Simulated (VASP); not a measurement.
AlGa5N6, 12 atoms in the cell. Symmetry: P-3m1, No. 164, trigonal system. The conventional cell has a = 2.994 Å, b = 2.994 Å, c = 14.679 Å, α = 90.00°, β = 90.00°, γ = 120.00°. Al (site symmetry -3m) has 6 N at 2.07 Å within 2.7 Å. Within 2.8 Å of Ga (site symmetry 3m) lie 6 N at 2.12 to 2.14 Å. Within 2.8 Å of Ga (site symmetry 3m) lie 6 N at 2.12 to 2.13 Å. Ga (site symmetry -3m) has 6 N at 2.12 Å within 2.8 Å. N (site symmetry 3m) has 6 Ga at 2.12 to 2.13 Å within 2.8 Å. N (site symmetry 3m) has 6 Ga at 2.12 Å within 2.8 Å. N (site symmetry 3m) has 3 Al at 2.07 Å and 3 Ga at 2.14 Å within 2.7 Å. 

```yaml
Program: VASP 6.6.1
Task: relaxation of cell and atoms
Functional: PBE
Potentials_or_basis: VASP PAW PBE potentials, release 64 (Al, Ga_d, N)
Cutoff: 600 eV
k_mesh: 6 × 6 × 2
Occupations: gaussian, width 0.1 eV
Spin: no spin polarisation
Dipole_correction: no
Further_INCAR_settings: ALGO = Normal; EDIFF = 1e-06; IBRION = 2; EDIFFG = -0.04; NSW = 90; ISIF = 3
```

Potentials or basis: VASP PAW PBE potentials, release 64 (Al, Ga_d, N).

Launch:

```bash
$ cat potpaw_PBE.64/Al/POTCAR potpaw_PBE.64/Ga_d/POTCAR potpaw_PBE.64/N/POTCAR > POTCAR
$ mpirun -np 1 vasp_std > vasp.out
```

Hardware: 1 thread of Intel(R) Xeon(R) Platinum 8488C (Sapphire Rapids) (shared host).

Q: Estimate the wall time of this run.

A: Wall time 2.6 min on 1 thread of Intel(R) Xeon(R) Platinum 8488C (Sapphire Rapids), on a shared host, peak memory 0.3 GiB. Counts: scf iterations 24, k points 14, ion steps 2.
